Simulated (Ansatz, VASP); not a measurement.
# Ag: VASP beside Ansatz

```
Ag
1.0
     2.74899    0.00000    0.00000
     0.00000    2.74899    0.00000
     0.00000    0.00000    2.74899
Ag
1
Direct
  0.00000 0.00000 0.00000
```

Alike in both runs: task single point; functional LDA; k mesh 13 × 13 × 13; occupations fermi-dirac, width 0.1 eV; no spin polarisation.

|  | VASP | Ansatz |
| --- | --- | --- |
| version | VASP 6.6.1 | Ansatz 0.2.0 |
| potentials or method | VASP PAW LDA potentials, release 64 (Ag), cutoff 520 eV | plane waves (420 eV) with PAW, scalar-relativistic |
| valence electrons in the cell | 11 | 19 |

```csv
,VASP,Ansatz,Ansatz less VASP
pressure (GPa),-8.5,-8.6,-0.10
```

Ansatz warns that its potentials were made for another functional, while VASP's fit it. LDA's correlation is that of Perdew and Zunger in VASP and of Perdew and Wang (1992) in Ansatz. VASP's potentials hold 11 valence electrons a cell and Ansatz's 19, so a difference there can come from the potentials and not from the codes.
